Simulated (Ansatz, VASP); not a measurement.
One calculation of AlNi, two programs

```
CELL_PARAMETERS angstrom
2.89183 0.00000 0.00000
0.00000 2.89183 0.00000
0.00000 0.00000 2.89183
ATOMIC_POSITIONS crystal
Al 0.50000 0.50000 0.50000
Ni 0.00000 0.00000 0.00000
```

Alike in both runs: functional PBE; k mesh 13 × 13 × 13; occupations methfessel-paxton of order 1, width 0.1 eV; no spin polarisation.

Ansatz relaxed the structure, and its values are those at the end. VASP's run is a single point on that final structure, the one shown.

```csv
,VASP,Ansatz
version,VASP 6.6.1,Ansatz 0.2.0
potentials or method,"VASP PAW PBE potentials, release 64 (Al, Ni), cutoff 600 eV",plane-wave PAW DFT
valence electrons in the cell,13,21
```

```tsv
	VASP	Ansatz	Ansatz less VASP
pressure (GPa)	0.0	0.0	-0.02
```

With one functional, cell and mesh, what is left measures potentials, basis and numerics. VASP's potentials hold 13 valence electrons a cell and Ansatz's 21, so a difference there can come from the potentials and not from the codes.
